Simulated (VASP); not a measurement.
Write the native input for VASP 6.6.1 that does the following.

```
Task                   : relaxation of cell and atoms
Functional             : PBE
Potentials or basis    : VASP PAW PBE potentials, release 64 (Cd, F)
Cutoff                 : 600 eV
k mesh                 : 8 × 8 × 8
Occupations            : gaussian, width 0.02 eV
Spin                   : no spin polarisation
Dipole correction      : no
Further INCAR settings : ALGO = Normal; EDIFF = 1e-06; IBRION = 2; EDIFFG = -0.01; NSW = 100; ISIF = 3
```

The structure of CdF2 lies in POSCAR:

```
CdF2
1.0
    0.0000000000      2.7401552331      2.7401552331
    2.7401552331      0.0000000000      2.7401552331
    2.7401552331      2.7401552331      0.0000000000
Cd F
1 2
Direct
    0.0000000000      0.0000000000      0.0000000000
    0.2500000000      0.2500000000      0.2500000000
    0.7500000000      0.7500000000      0.7500000000
```

These files were run (other wordings do the same):

INCAR

```
SYSTEM = CdF2
PREC = Accurate
ENCUT = 600
EDIFF = 1E-6
ISMEAR = 0
SIGMA = 0.02
LREAL = .FALSE.
LASPH = .TRUE.
NELM = 100
ALGO = Normal
ISIF = 3
LWAVE = .FALSE.
LCHARG = .FALSE.
GGA = PE
IBRION = 2
NSW = 100
EDIFFG = -0.01
```

KPOINTS

```
Automatic mesh
0
G
  8 8 8
  0 0 0
```

Potentials or basis: VASP PAW PBE potentials, release 64 (Cd, F).

Launch:

```bash
$ cat potpaw_PBE.64/Cd/POTCAR potpaw_PBE.64/F/POTCAR > POTCAR
$ mpirun -np 1 vasp_std > vasp.out
```

It gave:

```yaml
Relaxed_volume: 13.79 Å³/atom
Relaxed_cell: a = 3.882 Å, b = 3.882 Å, c = 3.882 Å, α = 60.00°, β = 60.00°, γ = 60.00°
Space_group_after_relaxing_to_0.05_Å: Fm-3m (No. 225)
Energy_gained_by_relaxing: 0.1 meV/atom
Ionic_steps: 2
Pressure_after_relaxing: -0.1 GPa
Band_gap_on_the_k_mesh: 2.87 eV, indirect (least direct gap 3.43 eV)
```

Wall time 28 s on 1 thread of Intel(R) Xeon(R) Platinum 8259CL CPU @ 2.50GHz (Skylake/Cascade Lake), with other jobs on the host, peak memory 0.19 GiB.
